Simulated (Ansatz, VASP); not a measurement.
**Two plane-wave programs on In**

```
In
1.0
    -1.85013    1.84640    1.85013
     1.92543   -1.84640    1.92543
     1.85013    1.84640   -1.85013
In
1
Direct
  0.00000 0.00000 0.00000
```

Alike in both runs: task single point; functional PBE; k mesh 14 × 14 × 14; occupations gaussian, width 0.1 eV; no spin polarisation.

|  | VASP | Ansatz |
| --- | --- | --- |
| version | VASP 6.6.1 | Ansatz 0.2.0 |
| potentials or method | VASP PAW PBE potentials, release 64 (In_d), cutoff 520 eV | scalar-relativistic, plane waves, PAW |
| valence electrons in the cell | 13 | 13 |

|  | VASP | Ansatz | Ansatz less VASP |
| --- | --- | --- | --- |
| gap on the k mesh at the Fermi level (eV) | none | none | - |
| pressure (GPa) | 2.1 | 2.1 | +0.04 |
| traceless stress, the component that is largest in VASP (GPa) | -0.47 | -0.47 | +0.002 |

A gap of «none» marks a metal or a gap that the smearing closes. With one functional, cell and mesh, what is left measures potentials, basis and numerics.
